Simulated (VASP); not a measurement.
# Ni (Im-3m) in VASP: further runs

Runs on Ni. Level: PBE. Tasks: single point.

All numbers are computed with VASP 6.6.1; they aren't measurements. Logs are shortened: lines on timing, memory, paths and dates and some standing lists are left out, and cuts for length are marked.

## Step 1: The cell of the first run

The structure is cubic, space group Im-3m (No. 229). Conventional cell: a = 2.362 Å, b = 2.362 Å, c = 2.362 Å, α = 90.00°, β = 90.00°, γ = 90.00°. Within 2.7 Å of Ni (site symmetry m-3m) lie 14 Ni at 2.05 to 2.36 Å.

This isn't the form of Ni at room conditions, which is fcc.

## Step 2: Single point, PBE, collinear spin, ferromagnetic start (6.59 Å³/atom)

File INCAR:

```
SYSTEM = Ni
ALGO = Normal
EDIFF = 1E-7
ENCUT = 520
GGA = PE
ISIF = 2
ISMEAR = -1
ISPIN = 2
LASPH = .TRUE.
LCHARG = .FALSE.
LMAXMIX = 4
LORBIT = 11
LREAL = .FALSE.
LWAVE = .FALSE.
MAGMOM = 1
NBANDS = 15
NELM = 150
PREC = Accurate
SIGMA = 0.05
```

File KPOINTS:

```
k-points
0
G
  19 19 19
  0 0 0
```

File POSCAR:

```
Ni
1.0
   -1.1810113508      1.1810113508      1.1810113508
    1.1810113508     -1.1810113508      1.1810113508
    1.1810113508      1.1810113508     -1.1810113508
Ni
1
Direct
    0.0000000000      0.0000000000      0.0000000000
```

Potentials or basis: VASP PAW PBE potentials, release 64 (Ni).

Started as:

```
$ cat potpaw_PBE.64/Ni/POTCAR > POTCAR
$ mpirun -np 1 vasp_std > vasp.out
```

OUTCAR:

```text
SYSTEM = Ni
   EDIFF = 1E-7
   ENCUT = 520
   GGA = PE
   ISIF = 2
   ISMEAR = -1
   ISPIN = 2
   LASPH = .TRUE.
   LORBIT = 11
   LREAL = .FALSE.
   NELM = 150
   PREC = Accurate

 ion  position               nearest neighbor table
   1  0.000  0.000  0.000-

  LATTYP: Found a body centered cubic cell.
 ALAT       =     2.3620227016

  Lattice vectors:

 A1 = (  -1.1810113508,   1.1810113508,   1.1810113508)
 A2 = (   1.1810113508,  -1.1810113508,   1.1810113508)
 A3 = (   1.1810113508,   1.1810113508,  -1.1810113508)

Analysis of symmetry for initial positions (statically):
=====================================================================
 Subroutine PRICEL returns:
 Original cell was already a primitive cell.

 Routine SETGRP: Setting up the symmetry group for a
 body centered cubic supercell.

 Subroutine GETGRP returns: Found 48 space group operations
 (whereof 48 operations were pure point group operations)
 out of a pool of 48 trial point group operations.

The static configuration has the point symmetry O_h .

Analysis of symmetry for dynamics (positions and initial velocities):
=====================================================================
 Subroutine PRICEL returns:
 Original cell was already a primitive cell.

 Routine SETGRP: Setting up the symmetry group for a
 body centered cubic supercell.

 Subroutine GETGRP returns: Found 48 space group operations
 (whereof 48 operations were pure point group operations)
 out of a pool of 48 trial point group operations.

The dynamic configuration has the point symmetry O_h .

Analysis of structural, dynamic, and magnetic symmetry:
=====================================================================
 Subroutine PRICEL returns:
 Original cell was already a primitive cell.

 Routine SETGRP: Setting up the symmetry group for a
 body centered cubic supercell.

 Subroutine GETGRP returns: Found 48 space group operations
 (whereof 48 operations were pure point group operations)
 out of a pool of 48 trial point group operations.

The overall configuration has the point symmetry O_h .

 Subroutine INISYM returns: Found 48 space group operations
 (whereof 48 operations are pure point group operations),
 and found     1 'primitive' translations

----------------------------------------------------------------------------------------

                                     Primitive cell

  volume of cell :       6.5890

  direct lattice vectors                    reciprocal lattice vectors
    -1.181011351  1.181011351  1.181011351     0.000000000  0.423365956  0.423365956
     1.181011351 -1.181011351  1.181011351     0.423365956  0.000000000  0.423365956
     1.181011351  1.181011351 -1.181011351     0.423365956  0.423365956  0.000000000

  length of vectors
     2.045571664  2.045571664  2.045571664     0.598729877  0.598729877  0.598729877

  position of ions in fractional coordinates (direct lattice)
     0.000000000  0.000000000  0.000000000

  ion indices of the primitive-cell ions
   primitive index   ion index
                 1           1

----------------------------------------------------------------------------------------

 KPOINTS: k-points

Automatic generation of k-mesh.
 Grid dimensions read from file:
 generate k-points for:   19   19   19

 Generating k-lattice:

  Cartesian coordinates                     Fractional coordinates (reciprocal lattice)
     0.000000000  0.022282419  0.022282419     0.052631579  0.000000000  0.000000000
     0.022282419  0.000000000  0.022282419     0.000000000  0.052631579  0.000000000
     0.022282419  0.022282419  0.000000000     0.000000000  0.000000000  0.052631579

  Length of vectors
     0.031512099  0.031512099  0.031512099

  Shift w.r.t. Gamma in fractional coordinates (k-lattice)
     0.000000000  0.000000000  0.000000000

 Subroutine IBZKPT returns following result:
 ===========================================

 Found    220 irreducible k-points:

 Following reciprocal coordinates:
            Coordinates               Weight
  0.000000  0.000000  0.000000      1.000000
  0.052632  0.000000  0.000000     12.000000
  0.105263  0.000000  0.000000     12.000000
  0.157895  0.000000  0.000000     12.000000
  0.210526  0.000000  0.000000     12.000000
  0.263158  0.000000  0.000000     12.000000
[... 16 lines left out ...]
  0.263158  0.105263  0.000000     48.000000
  0.315789  0.105263  0.000000     48.000000
 [... further k-points ...]
   k-points           NKPTS =    220   k-points in BZ     NKDIM =    220   number of bands    NBANDS=     15
   number of dos      NEDOS =    301   number of ions     NIONS =      1
   total plane-waves  NPLWV =   4096
   dimension x,y,z NGX =    16 NGY =   16 NGZ =   16
   dimension x,y,z NGXF=    32 NGYF=   32 NGZF=   32
   ions per type =               1
   NGX,Y,Z   is equivalent  to a cutoff of  13.00, 13.00, 13.00 a.u.
   NGXF,Y,Z  is equivalent  to a cutoff of  26.01, 26.01, 26.01 a.u.
 SYSTEM =  Ni
   PREC   = accura    normal or accurate (medium, high low for compatibility)
   ISTART =      0    job   : 0-new  1-cont  2-samecut
   ICHARG =      2    charge: 1-file 2-atom 10-const
   ISPIN  =      2    spin polarized calculation?
   LNONCOLLINEAR =      F non collinear calculations
   LSORBIT =      F    spin-orbit coupling
   LASPH  =      T    aspherical Exc in radial PAW
   ENCUT  =  520.0 eV  38.22 Ry    6.18 a.u.   3.80  3.80  3.80*2*pi/ulx,y,z
   NELM   =    150;   NELMIN=  2; NELMDL= -5     # of ELM steps
   EDIFF  = 0.1E-06   stopping-criterion for ELM
   LREAL  =      F    real-space projection
   EDIFFG = 0.1E-05   stopping-criterion for IOM
   NSW    =      0    number of steps for IOM
   IBRION =     -1    ionic relax: 0-MD 1-quasi-New 2-CG
   NFREE  =      0    steps in history (QN), initial steepest desc. (CG)
   ISIF   =      2    stress and relaxation
   ISYM   =      2    0-nonsym 1-usesym 2-fastsym
   POTIM  = 0.5000    time-step for ionic-motion
   TEBEG  =    0.0;   TEEND  =   0.0 temperature during run
   PSTRESS=    0.0 pullay stress
   NELECT =      10.0000    total number of electrons
   NUPDOWN=      -1.0000    fix difference up-down
   EMIN   =  10.00;   EMAX   =-10.00  energy-range for DOS
   EFERMI =   0.00;   METHOD = LEGACY
   ISMEAR =    -1;   SIGMA  =   0.05  broadening in eV -4-tet -1-fermi 0-gaus
   EFERMI_NEDOS =   21; number of points for ismear=-14 and -15
   IALGO  =     38    algorithm
   IMIX   =      4    mixing-type and parameters
     AMIX     =   0.40;   BMIX     =  1.00
     AMIX_MAG =   1.60;   BMIX_MAG =  1.00
  volume/ion in A,a.u.               =       6.59        44.47
  Fermi-wavevector in a.u.,A,eV,Ry     =   1.881341  3.555218 48.157038  3.539442
  Thomas-Fermi vector in A             =   2.924742
   LORBIT       =     11    0 simple, 1 ext, 2 COOP (PROOUT), +10 PAW based schemes
   GGA     = PE    functional components
   LHFCALC =     F    Hartree Fock is set to
   AEXX    =    0.0000 exact exchange contribution
   IVDW    =     0    specifies the selected vdW correction
   LEPSILON=     F    determine dielectric tensor
   LRPA    =     F    only Hartree local field effects (RPA)
 spin polarized calculation
  energy-cutoff  :      520.00
  volume of cell :        6.59
 maximum number of plane-waves:       185
   NGX =  7   NGY =  7   NGZ =  7

 number of electron      10.0000000 magnetization       1.0000000

 number of electron       9.9999987 magnetization       0.0002869

 Free energy of the ion-electron system (eV)
  ---------------------------------------------------
  ext. energy  EPLUGINS =         0.00000000
  ---------------------------------------------------
  free energy    TOTEN  =        -2.61902439 eV

  energy without entropy =       -2.60891846  energy(sigma->0) =       -2.61397142

 E-fermi :  18.6294     XC(G=0): -16.4955

 val. band max:       18.6155036939   @ k =   0.2632   0.1053   0.0000
 cond. band min:      18.6366845936   @ k =  -0.2632   0.3158   0.1053
 fundamental gap:      0.0211808998
 Fermi energy:        18.6293826469

 spin component 1

 k-point     1 :       0.0000    0.0000    0.0000
  band No.  band energies     occupation
      1       5.7675      1.00000
      2      14.7098      1.00000
      3      14.7098      1.00000
      4      14.7098      1.00000
      5      17.3779      1.00000
      6      17.3779      1.00000
      7      50.0314      0.00000
      8      50.0314      0.00000
      9      50.0314      0.00000
     10      59.7583      0.00000
     11      59.7583      0.00000
     12      63.3459      0.00000
     13      66.0634      0.00000
     14      66.0634      0.00000
     15      66.0634      0.00000

 k-point     2 :       0.0526    0.0000    0.0000
  band No.  band energies     occupation
      1       5.9386      1.00000
      2      14.6492      1.00000
      3      14.7022      1.00000
      4      14.8188      1.00000
      5      17.3114      1.00000
      6      17.3826      1.00000
      7      49.4091      0.00000
      8      49.9309      0.00000
      9      50.0918      0.00000
     10      59.2030      0.00000
     11      60.2865      0.00000
     12      63.0948      0.00000
     13      63.6348      0.00000
     14      64.0726      0.00000
     15      66.3264      0.00000
[... 365 lines left out ...]
      3      14.3023      1.00000
      4      16.9420      1.00000
      5      17.7845      1.00000
      6      18.6152      0.57058
      7      37.1072      0.00000
      8      42.5720      0.00000
      9      48.9588      0.00000
     10      52.6051      0.00000
     11      60.0542      0.00000
     12      61.1916      0.00000
     13      64.5829      0.00000
     14      69.1774      0.00000
     15      73.7443      0.00000

 k-point    24 :       0.3158    0.1053    0.0000
  band No.  band energies     occupation
      1      10.6126      1.00000
      2      13.0321      1.00000
      3      14.9792      1.00000
      4      17.1316      1.00000
      5      17.9238      1.00000
      6      19.6094      0.00000
      7      34.3472      0.00000
      8      41.6067      0.00000
      9      47.5612      0.00000
     10      52.7859      0.00000
     11      60.2083      0.00000
     12      61.6985      0.00000
     13      65.0392      0.00000
     14      69.5597      0.00000
     15      76.9653      0.00000

 [... further k-points ...]

 spin component 2

 k-point     1 :       0.0000    0.0000    0.0000
  band No.  band energies     occupation
      1       5.7675      1.00000
      2      14.7101      1.00000
      3      14.7101      1.00000
      4      14.7101      1.00000
      5      17.3782      1.00000
      6      17.3782      1.00000
      7      50.0314      0.00000
      8      50.0314      0.00000
      9      50.0314      0.00000
     10      59.7583      0.00000
     11      59.7583      0.00000
     12      63.3466      0.00000
     13      66.0635      0.00000
     14      66.0635      0.00000
     15      66.0635      0.00000

 k-point     2 :       0.0526    0.0000    0.0000
  band No.  band energies     occupation
      1       5.9386      1.00000
      2      14.6496      1.00000
      3      14.7025      1.00000
      4      14.8191      1.00000
      5      17.3116      1.00000
      6      17.3829      1.00000
      7      49.4091      0.00000
      8      49.9308      0.00000
      9      50.0917      0.00000
     10      59.2030      0.00000
     11      60.2865      0.00000
     12      63.0953      0.00000
     13      63.6349      0.00000
     14      64.0728      0.00000
     15      66.3265      0.00000
[... 365 lines left out ...]
      3      14.3025      1.00000
      4      16.9423      1.00000
      5      17.7848      1.00000
      6      18.6155      0.56895
      7      37.1073      0.00000
      8      42.5720      0.00000
      9      48.9589      0.00000
     10      52.6051      0.00000
     11      60.0543      0.00000
     12      61.1918      0.00000
     13      64.5833      0.00000
     14      69.1774      0.00000
     15      73.7444      0.00000

 k-point    24 :       0.3158    0.1053    0.0000
  band No.  band energies     occupation
      1      10.6127      1.00000
      2      13.0324      1.00000
      3      14.9793      1.00000
      4      17.1319      1.00000
      5      17.9240      1.00000
      6      19.6098      0.00000
      7      34.3474      0.00000
      8      41.6067      0.00000
      9      47.5613      0.00000
     10      52.7859      0.00000
     11      60.2085      0.00000
     12      61.6987      0.00000
     13      65.0396      0.00000
     14      69.5598      0.00000
     15      76.9654      0.00000

 [... further k-points ...]

------------------------ aborting loop because EDIFF is reached ----------------------------------------

  FORCE on cell =-STRESS in cart. coord.  units (eV):
  Direction    XX          YY          ZZ          XY          YZ          ZX
  --------------------------------------------------------------------------------------
  -------------------------------------------------------------------------------------
  Total       13.6162326     13.6162326     13.6162326      0.0000000      0.0000000     -0.0000000
  in kB     3310.8944682   3310.8944682   3310.8944682      0.0000000      0.0000000     -0.0000000
  external PRESSURE =    3310.8944682 kB  Pullay stress =       0.0000000 kB

 VOLUME and BASIS-vectors are now :
 -----------------------------------------------------------------------------
  energy-cutoff  :      520.00
  volume of cell :        6.59
      direct lattice vectors                 reciprocal lattice vectors
    -1.181011351  1.181011351  1.181011351     0.000000000  0.423365956  0.423365956
     1.181011351 -1.181011351  1.181011351     0.423365956  0.000000000  0.423365956
     1.181011351  1.181011351 -1.181011351     0.423365956  0.423365956  0.000000000

 POSITION                                       TOTAL-FORCE (eV/Angst)
 -----------------------------------------------------------------------------------
      0.00000      0.00000      0.00000        -0.000000     -0.000000     -0.000000
 -----------------------------------------------------------------------------------
    total drift:                                0.000000      0.000000     -0.000000

  FREE ENERGIE OF THE ION-ELECTRON SYSTEM (eV)
  ---------------------------------------------------
  free  energy   TOTEN  =        -2.6190243943 eV

  energy  without entropy=       -2.6089184556  energy(sigma->0) =       -2.61397142

 total charge

# of ion       s       p       d       tot
------------------------------------------
    1        0.788   1.140   8.862  10.790

 magnetization (x)

# of ion       s       p       d       tot
------------------------------------------
    1       -0.000  -0.000   0.000   0.000
```

It took 41 s on 1 thread of Intel Xeon 8259CL, shared host; peak memory 0.15 GiB.

Results:

```
Free energy            : -2.6190 eV
Pressure               : 331.1 GPa
Band gap on the k mesh : zero (filled and empty bands overlap)
Net moment             : 0.00 μB per cell
```

Levels at points of the mesh, in eV from the Fermi level:
Spin up:
```tsv
k point	band 2	band 3	band 4	band 5	band 6	band 7	band 8	band 9
(0.00, 0.00, 0.00)	-3.92	-3.92	-3.92	-1.25	-1.25	31.40	31.40	31.40
```
Spin down:
| k point | band 2 | band 3 | band 4 | band 5 | band 6 | band 7 | band 8 | band 9 |
| --- | --- | --- | --- | --- | --- | --- | --- | --- |
| (0.00, 0.00, 0.00) | -3.92 | -3.92 | -3.92 | -1.25 | -1.25 | 31.40 | 31.40 | 31.40 |

Caveat: the cell stands under pressure.

(Continued in part 2 of 3.)
